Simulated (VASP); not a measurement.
# TePb (CsCl type) (Pm-3m) in VASP: notebook, part 2 of 2

VASP 6.6.1.

### 3 Density of states, PBE

This run uses another cell than the first one, of 31.91 Å³/atom, 1.818 times its volume.

Input file POSCAR:

```
TePb
1.0
    3.9961849834      0.0000000000      0.0000000000
    0.0000000000      3.9961849834      0.0000000000
    0.0000000000      0.0000000000      3.9961849834
Pb Te
1 1
Direct
    0.0000000000      0.0000000000      0.0000000000
    0.5000000000      0.5000000000      0.5000000000
```

Input file INCAR.step1:

```
SYSTEM = TePb
ALGO = Normal
EDIFF = 1E-6
ENCUT = 520
GGA = PE
ISIF = 2
ISMEAR = -1
LASPH = .True.
LCHARG = .True.
LREAL = .False.
LWAVE = .False.
NBANDS = 17
NELM = 80
PREC = Accurate
SIGMA = 0.1
```

Input file KPOINTS.step1:

```
k-points
0
Gamma
  11 11 11
  0 0 0
```

Input file INCAR.step2:

```
SYSTEM = TePb
ALGO = Normal
EDIFF = 1E-6
ENCUT = 520
GGA = PE
ICHARG = 11
ISIF = 2
ISMEAR = -5
LASPH = .True.
LCHARG = .False.
LORBIT = 11
LREAL = .False.
LWAVE = .False.
NBANDS = 17
NEDOS = 1001
NELM = 80
PREC = Accurate
SIGMA = 0.1
```

Input file KPOINTS.step2:

```
k-points
0
Gamma
  17 17 17
  0 0 0
```

Potentials or basis: VASP PAW PBE potentials, release 64 (Pb_d, Te).

On the command line:

```
$ cat potpaw_PBE.64/Pb_d/POTCAR potpaw_PBE.64/Te/POTCAR > POTCAR
$ cp INCAR.step1 INCAR
$ cp KPOINTS.step1 KPOINTS
$ mpirun -np 1 vasp_std > vasp.out
$ cp INCAR.step2 INCAR
$ cp KPOINTS.step2 KPOINTS
$ mpirun -np 1 vasp_std > vasp.out
```

OUTCAR:

```text
SYSTEM = TePb
   EDIFF = 1E-6
   ENCUT = 520
   GGA = PE
   ICHARG = 11
   ISIF = 2
   ISMEAR = -5
   LASPH = .True.
   LORBIT = 11
   LREAL = .False.
   NELM = 80
   PREC = Accurate

 ion  position               nearest neighbor table
   1  0.000  0.000  0.000-   2 3.46   2 3.46   2 3.46   2 3.46   2 3.46   2 3.46   2 3.46   2 3.46

   2  0.500  0.500  0.500-   1 3.46   1 3.46   1 3.46   1 3.46   1 3.46   1 3.46   1 3.46   1 3.46

  LATTYP: Found a simple cubic cell.
 ALAT       =     3.9961849834

  Lattice vectors:

 A1 = (   3.9961849834,   0.0000000000,   0.0000000000)
 A2 = (   0.0000000000,   3.9961849834,   0.0000000000)
 A3 = (   0.0000000000,   0.0000000000,   3.9961849834)

Analysis of symmetry for initial positions (statically):
=====================================================================
 Subroutine PRICEL returns:
 Original cell was already a primitive cell.

 Routine SETGRP: Setting up the symmetry group for a
 simple cubic supercell.

 Subroutine GETGRP returns: Found 48 space group operations
 (whereof 48 operations were pure point group operations)
 out of a pool of 48 trial point group operations.

The static configuration has the point symmetry O_h .

Analysis of symmetry for dynamics (positions and initial velocities):
=====================================================================
 Subroutine PRICEL returns:
 Original cell was already a primitive cell.

 Routine SETGRP: Setting up the symmetry group for a
 simple cubic supercell.

 Subroutine GETGRP returns: Found 48 space group operations
 (whereof 48 operations were pure point group operations)
 out of a pool of 48 trial point group operations.

The dynamic configuration has the point symmetry O_h .

 Subroutine INISYM returns: Found 48 space group operations
 (whereof 48 operations are pure point group operations),
 and found     1 'primitive' translations

----------------------------------------------------------------------------------------

                                     Primitive cell

  volume of cell :      63.8171

  direct lattice vectors                    reciprocal lattice vectors
     3.996184983  0.000000000  0.000000000     0.250238666  0.000000000  0.000000000
     0.000000000  3.996184983  0.000000000     0.000000000  0.250238666  0.000000000
     0.000000000  0.000000000  3.996184983     0.000000000  0.000000000  0.250238666

  length of vectors
     3.996184983  3.996184983  3.996184983     0.250238666  0.250238666  0.250238666

  position of ions in fractional coordinates (direct lattice)
     0.000000000  0.000000000  0.000000000
     0.500000000  0.500000000  0.500000000

  ion indices of the primitive-cell ions
   primitive index   ion index
                 1           1
                 2           2

----------------------------------------------------------------------------------------

 KPOINTS: k-points

Automatic generation of k-mesh.
 Grid dimensions read from file:
 generate k-points for:   17   17   17

 Generating k-lattice:

  Cartesian coordinates                     Fractional coordinates (reciprocal lattice)
[... 23 lines left out ...]
  0.235294  0.000000  0.000000      6.000000
  0.294118  0.000000  0.000000      6.000000
[... 16 lines left out ...]
  0.411765  0.117647  0.000000     24.000000
  0.470588  0.117647  0.000000     24.000000
 [... further k-points ...]
   k-points           NKPTS =    165   k-points in BZ     NKDIM =    165   number of bands    NBANDS=     17
   number of dos      NEDOS =   1001   number of ions     NIONS =      2
   total plane-waves  NPLWV =  27000
   dimension x,y,z NGX =    30 NGY =   30 NGZ =   30
   dimension x,y,z NGXF=    60 NGYF=   60 NGZF=   60
   ions per type =               1   1
   NGX,Y,Z   is equivalent  to a cutoff of  12.48, 12.48, 12.48 a.u.
   NGXF,Y,Z  is equivalent  to a cutoff of  24.96, 24.96, 24.96 a.u.
 SYSTEM =  TePb
   PREC   = accura    normal or accurate (medium, high low for compatibility)
   ISTART =      0    job   : 0-new  1-cont  2-samecut
   ICHARG =     11    charge: 1-file 2-atom 10-const
   ISPIN  =      1    spin polarized calculation?
   LNONCOLLINEAR =      F non collinear calculations
   LSORBIT =      F    spin-orbit coupling
   LASPH  =      T    aspherical Exc in radial PAW
   ENCUT  =  520.0 eV  38.22 Ry    6.18 a.u.   7.43  7.43  7.43*2*pi/ulx,y,z
   NELM   =     80;   NELMIN=  2; NELMDL=  0     # of ELM steps
   EDIFF  = 0.1E-05   stopping-criterion for ELM
   LREAL  =      F    real-space projection
   EDIFFG = 0.1E-04   stopping-criterion for IOM
   NSW    =      0    number of steps for IOM
   IBRION =     -1    ionic relax: 0-MD 1-quasi-New 2-CG
   NFREE  =      0    steps in history (QN), initial steepest desc. (CG)
   ISIF   =      2    stress and relaxation
   ISYM   =      2    0-nonsym 1-usesym 2-fastsym
   POTIM  = 0.5000    time-step for ionic-motion
   TEBEG  =    0.0;   TEEND  =   0.0 temperature during run
   PSTRESS=    0.0 pullay stress
   NELECT =      20.0000    total number of electrons
   NUPDOWN=      -1.0000    fix difference up-down
   EMIN   =  10.00;   EMAX   =-10.00  energy-range for DOS
   EFERMI =   0.00;   METHOD = LEGACY
   ISMEAR =    -5;   SIGMA  =   0.10  broadening in eV -4-tet -1-fermi 0-gaus
   EFERMI_NEDOS =   21; number of points for ismear=-14 and -15
   IALGO  =     38    algorithm
   IMIX   =      4    mixing-type and parameters
     AMIX     =   0.40;   BMIX     =  1.00
     AMIX_MAG =   1.60;   BMIX_MAG =  1.00
  volume/ion in A,a.u.               =      31.91       215.33
  Fermi-wavevector in a.u.,A,eV,Ry     =   1.112003  2.101381 16.824290  1.236550
  Thomas-Fermi vector in A             =   2.248572
   LORBIT       =     11    0 simple, 1 ext, 2 COOP (PROOUT), +10 PAW based schemes
   GGA     = PE    functional components
   LHFCALC =     F    Hartree Fock is set to
   AEXX    =    0.0000 exact exchange contribution
   IVDW    =     0    specifies the selected vdW correction
   LEPSILON=     F    determine dielectric tensor
   LRPA    =     F    only Hartree local field effects (RPA)
 non-spin polarized calculation
 Fermi weights with tetrahedron method with Bloechl corrections
  energy-cutoff  :      520.00
  volume of cell :       63.82
 maximum number of plane-waves:      1751
 NGX is ok and might be reduce to    30

 number of electron      20.0000008 magnetization

 Free energy of the ion-electron system (eV)
  ---------------------------------------------------
  ext. energy  EPLUGINS =         0.00000000
  ---------------------------------------------------
  free energy    TOTEN  =        -7.06731780 eV

  energy without entropy =       -7.06731780  energy(sigma->0) =       -7.06731780

 E-fermi :   6.3183     XC(G=0):  -9.7059

 val. band max:        6.3710939945   @ k =   0.2353   0.1176   0.1176
 cond. band min:       6.2878889859   @ k =   0.4706   0.2941   0.2941
 fundamental gap:     -0.0832050086
 Fermi energy:         6.3182893037

 k-point     1 :       0.0000    0.0000    0.0000
  band No.  band energies     occupation
      1     -10.7085      2.00000
      2     -10.7085      2.00000
      3     -10.6265      2.00000
      4     -10.6265      2.00000
      5     -10.6265      2.00000
      6      -5.7590      2.00000
[... 457 lines left out ...]
      4     -10.6356      2.00000
      5     -10.6276      2.00000
      6      -4.3554      2.00000
[... 9 lines left out ...]
     16      16.6220      0.00000
     17      16.9296      0.00000

 [... further k-points ...]

------------------------ aborting loop because EDIFF is reached ----------------------------------------

  FORCE on cell =-STRESS in cart. coord.  units (eV):
  Direction    XX          YY          ZZ          XY          YZ          ZX
  --------------------------------------------------------------------------------------
  -------------------------------------------------------------------------------------
  Total        0.0113356      0.0113356      0.0113356      0.0000000      0.0000000     -0.0000000
  in kB        0.2845885      0.2845885      0.2845885      0.0000000      0.0000000     -0.0000000
  external PRESSURE =       0.2845885 kB  Pullay stress =       0.0000000 kB

 VOLUME and BASIS-vectors are now :
 -----------------------------------------------------------------------------
  energy-cutoff  :      520.00
  volume of cell :       63.82
      direct lattice vectors                 reciprocal lattice vectors
     3.996184983  0.000000000  0.000000000     0.250238666  0.000000000  0.000000000
     0.000000000  3.996184983  0.000000000     0.000000000  0.250238666  0.000000000
     0.000000000  0.000000000  3.996184983     0.000000000  0.000000000  0.250238666

 POSITION                                       TOTAL-FORCE (eV/Angst)
 -----------------------------------------------------------------------------------
      0.00000      0.00000      0.00000         0.000000      0.000000      0.000000
      1.99809      1.99809      1.99809         0.000000      0.000000      0.000000
 -----------------------------------------------------------------------------------
    total drift:                                0.000000     -0.000000     -0.000000

  FREE ENERGIE OF THE ION-ELECTRON SYSTEM (eV)
  ---------------------------------------------------
  free  energy   TOTEN  =        -7.0673178008 eV

  energy  without entropy=       -7.0673178008  energy(sigma->0) =       -7.06731780

 total charge

# of ion       s       p       d       tot
------------------------------------------
    1        1.461   0.531   9.826  11.819
    2        1.396   1.939   0.019   3.355
--------------------------------------------------
tot          2.857   2.471   9.845  15.173
```

It took 52 s on 1 thread of Intel Xeon 6975P-C (Granite Rapids), shared host; peak memory 0.3 GiB.

What came out:

* Valence electrons inside the program's atomic spheres: Pb 11.82; Te 3.35

Levels at points of the mesh, in eV from the Fermi level:
```csv
k point,band 8,band 9,band 10,band 11,band 12,band 13
"(0.00, 0.00, 0.00)",-1.46,-1.46,-1.46,4.12,4.12,5.39
```

Caveat: spin-orbit coupling is left out, which moves the levels of the heavy elements; tetrahedron occupations give inexact forces and stress in metals.

### 4 Density of states, PBE

This run uses another cell than the first one, of 31.91 Å³/atom, 1.818 times its volume.

POSCAR is that of step 3.

Input file INCAR.step1:

```
PREC = Accurate
ENCUT = 520
EDIFF = 1E-7
ISMEAR = -1
SIGMA = 0.1
LREAL = F
LASPH = T
NELM = 80
ALGO = Normal
ISIF = 2
LWAVE = F
LCHARG = T
GGA = PE
NBANDS = 17
```

Input file KPOINTS.step1:

```
Automatic mesh
0
Gamma
  11 11 11
```

Input file INCAR.step2:

```
PREC = Accurate
ENCUT = 520
EDIFF = 1E-7
ISMEAR = -5
SIGMA = 0.1
LREAL = F
LASPH = T
NELM = 80
ALGO = Normal
ISIF = 2
LWAVE = F
LCHARG = F
GGA = PE
LORBIT = 11
NBANDS = 17
NEDOS = 2001
ICHARG = 11
```

Input file KPOINTS.step2:

```
Automatic mesh
0
Gamma
  17 17 17
```

On the command line:

```
$ cat potpaw_PBE.64/Pb_d/POTCAR potpaw_PBE.64/Te/POTCAR > POTCAR
$ cp INCAR.step1 INCAR
$ cp KPOINTS.step1 KPOINTS
$ mpirun -np 1 vasp_std > vasp.out
$ cp INCAR.step2 INCAR
$ cp KPOINTS.step2 KPOINTS
$ mpirun -np 1 vasp_std > vasp.out
```

It took 55 s on 1 thread of Intel Xeon 6975P-C (Granite Rapids), shared host; peak memory 0.3 GiB.

Results (log left out):

```yaml
Valence_electrons_inside_the_program's_atomic_spheres: Pb 11.82; Te 3.35
```

Levels at points of the mesh, in eV from the Fermi level:
```
           k point  band 6  band 7  band 8  band 9  band 10  band 11  band 12  band 13  band 14  band 15
(0.00, 0.00, 0.00)  -12.08   -6.65   -1.46   -1.46    -1.46     4.12     4.12     5.39     5.39     5.39
```

Caveat: spin-orbit coupling is left out, which moves the levels of the heavy elements; tetrahedron occupations give inexact forces and stress in metals.

### 5 Density of states, PBE (volume scaled by 0.55)

Input file POSCAR:

```
TePb
1.0
    3.2741593582      0.0000000000      0.0000000000
    0.0000000000      3.2741593582      0.0000000000
    0.0000000000      0.0000000000      3.2741593582
Pb Te
1 1
Direct
    0.0000000000      0.0000000000      0.0000000000
    0.5000000000      0.5000000000      0.5000000000
```

Input file INCAR.step1:

```
SYSTEM = TePb
PREC = Accurate ; ENCUT = 520
EDIFF = 1E-6 ; ISMEAR = -1
SIGMA = 0.1 ; LREAL = .False.
LASPH = .True. ; NELM = 80
ALGO = Normal ; ISIF = 2
LWAVE = .False. ; LCHARG = .True.
GGA = PE ; NBANDS = 17
```

Input file KPOINTS.step1:

```
Automatic mesh
0
Gamma
  11 11 11
  0 0 0
```

Input file INCAR.step2:

```
SYSTEM = TePb
PREC = Accurate ; ENCUT = 520
EDIFF = 1E-6 ; ISMEAR = -5
SIGMA = 0.1 ; LREAL = .False.
LASPH = .True. ; NELM = 80
ALGO = Normal ; ISIF = 2
LWAVE = .False. ; LCHARG = .False.
GGA = PE ; LORBIT = 10
NBANDS = 17 ; NEDOS = 1001
ICHARG = 11
```

Input file KPOINTS.step2:

```
Automatic mesh
0
Gamma
  17 17 17
  0 0 0
```

On the command line:

```
$ cat potpaw_PBE.64/Pb_d/POTCAR potpaw_PBE.64/Te/POTCAR > POTCAR
$ cp INCAR.step1 INCAR
$ cp KPOINTS.step1 KPOINTS
$ mpirun -np 1 vasp_std > vasp.out
$ cp INCAR.step2 INCAR
$ cp KPOINTS.step2 KPOINTS
$ mpirun -np 1 vasp_std > vasp.out
```

It took 34 s on 1 thread of AMD EPYC 9R45 (Zen 5), shared host; peak memory 0.18 GiB.

Results (log left out):

```yaml
Valence_electrons_inside_the_program's_atomic_spheres: Pb 12.42; Te 3.73
```

Levels at points of the mesh, in eV from the Fermi level:
| k point | band 6 | band 7 | band 8 | band 9 | band 10 | band 11 | band 12 | band 13 | band 14 | band 15 |
| --- | --- | --- | --- | --- | --- | --- | --- | --- | --- | --- |
| (0.00, 0.00, 0.00) | -17.79 | -4.15 | -3.58 | -3.58 | -3.58 | 2.89 | 2.89 | 10.47 | 10.47 | 10.47 |

Caveat: the cell differs from its parent crystal (volume scaled by 0.55); spin-orbit coupling is left out, which moves the levels of the heavy elements; tetrahedron occupations give inexact forces and stress in metals.
